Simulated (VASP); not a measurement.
# C (Cmme) in VASP: notebook

C is run at these levels: PBEsol; tasks: single point.

Program: VASP 6.6.1. These are calculated values, not measurements. Logs are shortened: lines on timing, memory, paths and dates and some standing lists are left out, and cuts for length are marked.

**1. The cell of the first run**

The typed cell holds 4 atoms: a = 2.575 Å, b = 2.575 Å, c = 7.378 Å, α = 90.00°, β = 90.00°, γ = 124.41°.

**2. Single point, PBEsol (normal strain along x -0.0233, normal strain along y +0.0700)**

INCAR

```
SYSTEM = C
ALGO = Normal
EDIFF = 1E-6
ENCUT = 520
GGA = PS
ISIF = 2
ISMEAR = 0
LASPH = .TRUE.
LCHARG = .TRUE.
LELF = .TRUE.
LREAL = .FALSE.
LVHAR = .TRUE.
LWAVE = .FALSE.
NBANDS = 16
NELM = 80
PREC = Accurate
SIGMA = 0.15
```

KPOINTS

```
k-points
0
G
  18 18 6
  0 0 0
```

POSCAR

```
C
1.0
    1.2008278601     -2.2781208991      0.0000000000
    1.2008278601      2.2781208991      0.0000000000
    0.0000000000      0.0000000000      7.3778182888
C
4
Direct
    0.0833216498      0.9166783502      0.7498439858
    0.5833216498      0.4166783502      0.2501560142
    0.9166783502      0.0833216498      0.2501560142
    0.4166783502      0.5833216498      0.7498439858
```

Potentials or basis: VASP PAW PBE potentials, release 64 (C).

Launch:

```bash
$ cat potpaw_PBE.64/C/POTCAR > POTCAR
$ mpirun -np 1 vasp_std > vasp.out
```

OUTCAR:

```text
SYSTEM = C
   EDIFF = 1E-6
   ENCUT = 520
   GGA = PS
   ISIF = 2
   ISMEAR = 0
   LASPH = .TRUE.
   LREAL = .FALSE.
   NELM = 80
   PREC = Accurate

 ion  position               nearest neighbor table
   1  0.083  0.917  0.750-   4 1.42   4 1.42   4 1.52
   2  0.583  0.417  0.250-   3 1.42   3 1.42   3 1.52
   3  0.917  0.083  0.250-   2 1.42   2 1.42   2 1.52
   4  0.417  0.583  0.750-   1 1.42   1 1.42   1 1.52

  LATTYP: Found a base centered orthorhombic cell.
 ALAT       =     2.4016557202
 B/A-ratio  =     1.8971252873
 C/A-ratio  =     3.0719716514

  Lattice vectors:

 A1 = (   1.2008278601,  -2.2781208991,   0.0000000000)
 A2 = (   1.2008278601,   2.2781208991,   0.0000000000)
 A3 = (   0.0000000000,   0.0000000000,   7.3778182888)

Analysis of symmetry for initial positions (statically):
=====================================================================
 Subroutine PRICEL returns:
 Original cell was already a primitive cell.

 Routine SETGRP: Setting up the symmetry group for a
 base centered orthorhombic supercell.

 Subroutine GETGRP returns: Found  8 space group operations
 (whereof  4 operations were pure point group operations)
 out of a pool of  8 trial point group operations.

The static configuration has the point symmetry C_2h.
 The point group associated with its full space group is D_2h.

Analysis of symmetry for dynamics (positions and initial velocities):
=====================================================================
 Subroutine PRICEL returns:
 Original cell was already a primitive cell.

 Routine SETGRP: Setting up the symmetry group for a
 base centered orthorhombic supercell.

 Subroutine GETGRP returns: Found  8 space group operations
 (whereof  4 operations were pure point group operations)
 out of a pool of  8 trial point group operations.

The dynamic configuration has the point symmetry C_2h.
 The point group associated with its full space group is D_2h.

 Subroutine INISYM returns: Found  8 space group operations
 (whereof  4 operations are pure point group operations),
 and found     1 'primitive' translations

----------------------------------------------------------------------------------------

                                     Primitive cell

  volume of cell :      40.3660

  direct lattice vectors                    reciprocal lattice vectors
     1.200827860 -2.278120899  0.000000000     0.416379413 -0.219479133  0.000000000
     1.200827860  2.278120899  0.000000000     0.416379413  0.219479133  0.000000000
     0.000000000  0.000000000  7.377818289     0.000000000  0.000000000  0.135541424

  length of vectors
     2.575232491  2.575232491  7.377818289     0.470683445  0.470683445  0.135541424

  position of ions in fractional coordinates (direct lattice)
     0.083321650  0.916678350  0.749843986
     0.583321650  0.416678350  0.250156014
     0.916678350  0.083321650  0.250156014
     0.416678350  0.583321650  0.749843986

  ion indices of the primitive-cell ions
   primitive index   ion index
                 1           1
                 2           2
                 3           3
                 4           4

----------------------------------------------------------------------------------------

 KPOINTS: k-points

Automatic generation of k-mesh.
 Grid dimensions read from file:
 generate k-points for:   18   18    6

 Generating k-lattice:

  Cartesian coordinates                     Fractional coordinates (reciprocal lattice)
     0.023132190 -0.012193285  0.000000000     0.055555556  0.000000000  0.000000000
     0.023132190  0.012193285  0.000000000     0.000000000  0.055555556  0.000000000
     0.000000000  0.000000000  0.022590237     0.000000000  0.000000000  0.166666667

  Length of vectors
     0.026149080  0.026149080  0.022590237

  Shift w.r.t. Gamma in fractional coordinates (k-lattice)
     0.000000000  0.000000000  0.000000000

 Subroutine IBZKPT returns following result:
 ===========================================

 Found    364 irreducible k-points:

 Following reciprocal coordinates:
            Coordinates               Weight
  0.000000  0.000000  0.000000      1.000000
  0.055556  0.000000  0.000000      4.000000
  0.111111  0.000000  0.000000      4.000000
  0.166667 -0.000000  0.000000      4.000000
  0.222222  0.000000  0.000000      4.000000
  0.277778 -0.000000  0.000000      4.000000
[... 16 lines left out ...]
 -0.277778  0.055556  0.000000      4.000000
 -0.222222  0.055556  0.000000      4.000000
 [... further k-points ...]
   k-points           NKPTS =    364   k-points in BZ     NKDIM =    364   number of bands    NBANDS=     16
   number of dos      NEDOS =    301   number of ions     NIONS =      4
   total plane-waves  NPLWV =  22400
   dimension x,y,z NGX =    20 NGY =   20 NGZ =   56
   dimension x,y,z NGXF=    40 NGYF=   40 NGZF=  112
   ions per type =               4
   NGX,Y,Z   is equivalent  to a cutoff of  12.91, 12.91, 12.62 a.u.
   NGXF,Y,Z  is equivalent  to a cutoff of  25.82, 25.82, 25.24 a.u.
 SYSTEM =  C
   PREC   = accura    normal or accurate (medium, high low for compatibility)
   ISTART =      0    job   : 0-new  1-cont  2-samecut
   ICHARG =      2    charge: 1-file 2-atom 10-const
   ISPIN  =      1    spin polarized calculation?
   LNONCOLLINEAR =      F non collinear calculations
   LSORBIT =      F    spin-orbit coupling
   LASPH  =      T    aspherical Exc in radial PAW
   ENCUT  =  520.0 eV  38.22 Ry    6.18 a.u.   4.79  4.79 13.72*2*pi/ulx,y,z
   NELM   =     80;   NELMIN=  2; NELMDL= -5     # of ELM steps
   EDIFF  = 0.1E-05   stopping-criterion for ELM
   LREAL  =      F    real-space projection
   EDIFFG = 0.1E-04   stopping-criterion for IOM
   NSW    =      0    number of steps for IOM
   IBRION =     -1    ionic relax: 0-MD 1-quasi-New 2-CG
   NFREE  =      0    steps in history (QN), initial steepest desc. (CG)
   ISIF   =      2    stress and relaxation
   ISYM   =      2    0-nonsym 1-usesym 2-fastsym
   POTIM  = 0.5000    time-step for ionic-motion
   TEBEG  =    0.0;   TEEND  =   0.0 temperature during run
   PSTRESS=    0.0 pullay stress
   NELECT =      16.0000    total number of electrons
   NUPDOWN=      -1.0000    fix difference up-down
   EMIN   =  10.00;   EMAX   =-10.00  energy-range for DOS
   EFERMI =   0.00;   METHOD = LEGACY
   ISMEAR =     0;   SIGMA  =   0.15  broadening in eV -4-tet -1-fermi 0-gaus
   EFERMI_NEDOS =   21; number of points for ismear=-14 and -15
   IALGO  =     38    algorithm
   IMIX   =      4    mixing-type and parameters
     AMIX     =   0.40;   BMIX     =  1.00
     AMIX_MAG =   1.60;   BMIX_MAG =  1.00
  volume/ion in A,a.u.               =      10.09        68.10
  Fermi-wavevector in a.u.,A,eV,Ry     =   1.202568  2.272524 19.676337  1.446170
  Thomas-Fermi vector in A             =   2.338346
   LORBIT       =      0    0 simple, 1 ext, 2 COOP (PROOUT), +10 PAW based schemes
   GGA     = PS    functional components
   LHFCALC =     F    Hartree Fock is set to
   AEXX    =    0.0000 exact exchange contribution
   IVDW    =     0    specifies the selected vdW correction
   LEPSILON=     F    determine dielectric tensor
   LRPA    =     F    only Hartree local field effects (RPA)
 non-spin polarized calculation
 Gauss-broadening in eV      SIGMA  =   0.15
  energy-cutoff  :      520.00
  volume of cell :       40.37
 maximum number of plane-waves:      1116
   NGX =  9   NGY =  9   NGZ = 27

 number of electron      15.9999998 magnetization

 Free energy of the ion-electron system (eV)
  ---------------------------------------------------
  ext. energy  EPLUGINS =         0.00000000
  ---------------------------------------------------
  free energy    TOTEN  =       -38.07201652 eV

  energy without entropy =      -38.07196609  energy(sigma->0) =      -38.07199131

 E-fermi :   3.5738     XC(G=0):  -9.7660

 val. band max:        3.3714635931   @ k =   0.3333   0.3333   0.0000
 cond. band min:       3.8412552316   @ k =   0.3333   0.2778   0.0000
 fundamental gap:      0.4697916385
 Fermi energy:         3.5737553361

 k-point     1 :       0.0000    0.0000    0.0000
  band No.  band energies     occupation
      1     -15.6225      2.00000
      2     -15.4759      2.00000
      3      -4.3777      2.00000
      4      -3.1350      2.00000
      5       0.1920      2.00000
      6       0.2101      2.00000
[... 8 lines left out ...]
     15      14.1790      0.00000
     16      14.2029      0.00000

 k-point     2 :       0.0556    0.0000    0.0000
  band No.  band energies     occupation
      1     -15.5482      2.00000
      2     -15.4022      2.00000
      3      -4.2879      2.00000
      4      -3.0493      2.00000
      5       0.0300      2.00000
      6       0.0473      2.00000
[... 8 lines left out ...]
     15      13.9689      0.00000
     16      13.9734      0.00000

 k-point     3 :       0.1111    0.0000    0.0000
  band No.  band energies     occupation
      1     -15.3255      2.00000
      2     -15.1817      2.00000
      3      -4.0192      2.00000
      4      -2.7934      2.00000
      5      -0.4535      2.00000
      6      -0.4483      2.00000
[... 8 lines left out ...]
     15      13.3166      0.00000
     16      13.3683      0.00000

 k-point     4 :       0.1667   -0.0000    0.0000
  band No.  band energies     occupation
      1     -14.9555      2.00000
      2     -14.8154      2.00000
      3      -3.5744      2.00000
      4      -2.3706      2.00000
      5      -1.4829      2.00000
      6      -1.4592      2.00000
[... 8 lines left out ...]
     15      13.2525      0.00000
     16      13.2827      0.00000
[... 324 lines left out ...]
 k-point    22 :      -0.3333    0.0556    0.0000
  band No.  band energies     occupation
      1     -13.4108      2.00000
      2     -13.2857      2.00000
      3      -4.8108      2.00000
      4      -4.7598      2.00000
      5      -2.6392      2.00000
      6      -2.6174      2.00000
[... 8 lines left out ...]
     15      17.6576      0.00000
     16      17.8369      0.00000

 k-point    23 :      -0.2778    0.0556    0.0000
  band No.  band energies     occupation
      1     -14.1265      2.00000
      2     -13.9944      2.00000
      3      -3.3837      2.00000
      4      -3.3479      2.00000
      5      -2.5875      2.00000
      6      -2.1250      2.00000
[... 8 lines left out ...]
     15      16.1173      0.00000
     16      16.1590      0.00000

 k-point    24 :      -0.2222    0.0556    0.0000
  band No.  band energies     occupation
      1     -14.7022      2.00000
      2     -14.5645      2.00000
      3      -3.2731      2.00000
      4      -2.1095      2.00000
      5      -2.1002      2.00000
      6      -2.0861      2.00000
[... 8 lines left out ...]
     15      14.6031      0.00000
     16      14.6297      0.00000

 [... further k-points ...]

------------------------ aborting loop because EDIFF is reached ----------------------------------------

  FORCE on cell =-STRESS in cart. coord.  units (eV):
  Direction    XX          YY          ZZ          XY          YZ          ZX
  --------------------------------------------------------------------------------------
  -------------------------------------------------------------------------------------
  Total        3.5642727    -13.4834867      0.0205502      0.0000000      0.0000000      0.0000000
  in kB      141.4705488   -535.1768523      0.8156634      0.0000000      0.0000000      0.0000000
  external PRESSURE =    -130.9635467 kB  Pullay stress =       0.0000000 kB

 VOLUME and BASIS-vectors are now :
 -----------------------------------------------------------------------------
  energy-cutoff  :      520.00
  volume of cell :       40.37
      direct lattice vectors                 reciprocal lattice vectors
     1.200827860 -2.278120899  0.000000000     0.416379413 -0.219479133  0.000000000
     1.200827860  2.278120899  0.000000000     0.416379413  0.219479133  0.000000000
     0.000000000  0.000000000  7.377818289     0.000000000  0.000000000  0.135541424

 POSITION                                       TOTAL-FORCE (eV/Angst)
 -----------------------------------------------------------------------------------
      1.20083      1.89849      5.53221         0.000000     -0.438420      0.000176
      1.20083     -0.37963      1.84561         0.000000     -0.438420     -0.000176
      1.20083     -1.89849      1.84561         0.000000      0.438420     -0.000176
      1.20083      0.37963      5.53221         0.000000      0.438420      0.000176
 -----------------------------------------------------------------------------------
    total drift:                                0.000000      0.000000     -0.000000

  FREE ENERGIE OF THE ION-ELECTRON SYSTEM (eV)
  ---------------------------------------------------
  free  energy   TOTEN  =       -38.0720165176 eV

  energy  without entropy=      -38.0719660927  energy(sigma->0) =      -38.07199131
```

Wall time 5.1 min (1 thread of Intel Xeon 8259CL, shared host); peak memory 0.28 GiB.

What came out:

```
Free energy   : -38.0720 eV
Pressure      : -13.1 GPa
Largest force : 0.438 eV/Å
```

Forces in eV/Å, atoms in the order of the input:
```
C    0.000 -0.438  0.000
C    0.000 -0.438  0.000
C    0.000  0.438  0.000
C    0.000  0.438  0.000
```

Stress tensor (GPa, compression positive):
```
 14.15   0.00   0.00
  0.00 -53.52   0.00
  0.00   0.00   0.08
```

Caveat: the cell differs from its parent crystal (normal strain along x -0.0233, normal strain along y +0.0700); the cell stands under tension; this functional lacks dispersion, which binds the layers, so the pressure and a relaxed spacing across them are unreliable; the PAW data sets were made with another functional, which shifts forces and pressure a little.

(Continued in part 2 of 3.)
